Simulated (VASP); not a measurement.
AlN:

```xyz
4
Lattice="3.0673 0.0000 0.0000 -1.5336 2.6564 0.0000 0.0000 0.0000 4.6156" Properties=species:S:1:pos:R:3 pbc="T T T"
Al    0.0000    1.7709    0.0080
Al    1.5337    0.8855    2.3158
N     0.0000    1.7709    1.7690
N     1.5337    0.8855    4.0768
```

| Property | Result |
| --- | --- |
| Program | VASP 6.6.1 |
| Task | relaxation of the atoms |
| Functional | PBE |
| Potentials or basis | VASP PAW PBE potentials, release 64 (Al, N) |
| Cutoff | 520 eV |
| k mesh | 9 × 9 × 6 |
| Occupations | gaussian, width 0.05 eV |
| Spin | no spin polarisation |

At the start: pressure 30.9 GPa; volume 9.40 Å³/atom.

How do energy, volume and symmetry change on relaxing?

Over 3 steps the energy falls by 29.0 meV/atom; space group P6_3mc (No. 186, to 0.1 Å) before and after.

The path:
```tsv
step	energy change (eV)	largest force (eV/Å)	pressure (GPa)
1	0.0000	1.5381	30.92
2	-0.0632	0.7341	27.69
3	-0.1160	0.0028	28.38
```

Final structure:
```yaml
crystal:
  lattice:
    - [3.06730, 0.00000, 0.00000]
    - [-1.53365, 2.65636, 0.00000]
    - [0.00000, 0.00000, 4.61560]
  atoms:
    - { symbol: Al, position: [0.33333, 0.66667, 0.99283] }
    - { symbol: Al, position: [0.66667, 0.33333, 0.49283] }
    - { symbol: N, position: [0.33333, 0.66667, 0.39217] }
    - { symbol: N, position: [0.66667, 0.33333, 0.89217] }
```
